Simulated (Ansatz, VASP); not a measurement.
One calculation of TlBr, two programs

```
Tl Br
1.0
     3.84076    0.00000    0.00000
     0.00000    3.84076    0.00000
     0.00000    0.00000    3.84076
Tl Br
1 1
Direct
  0.00000 0.00000 0.00000
  0.50000 0.50000 0.50000
```

Alike in both runs: functional LDA; k mesh 6 × 6 × 6; occupations fermi-dirac, width 0.02 eV; no spin polarisation.

Ansatz relaxed the structure, and its values are those at the end. VASP's run is a single point on that final structure, the one shown.

```csv
,VASP,Ansatz
version,VASP 6.6.1,Ansatz 0.2.0
potentials or method,"VASP PAW LDA potentials, release 64 (Tl_d, Br), cutoff 500 eV","all-electron LAPW, scalar-relativistic"
```

|  | VASP | Ansatz | Ansatz less VASP |
| --- | --- | --- | --- |
| pressure (GPa) | 0.0 | 0.0 | -0.05 |

LDA's correlation is that of Perdew and Zunger in VASP and of Perdew and Wang (1992) in Ansatz. Ansatz ran all-electron here, and VASP with PAW potentials.

Spin-orbit coupling is off throughout.
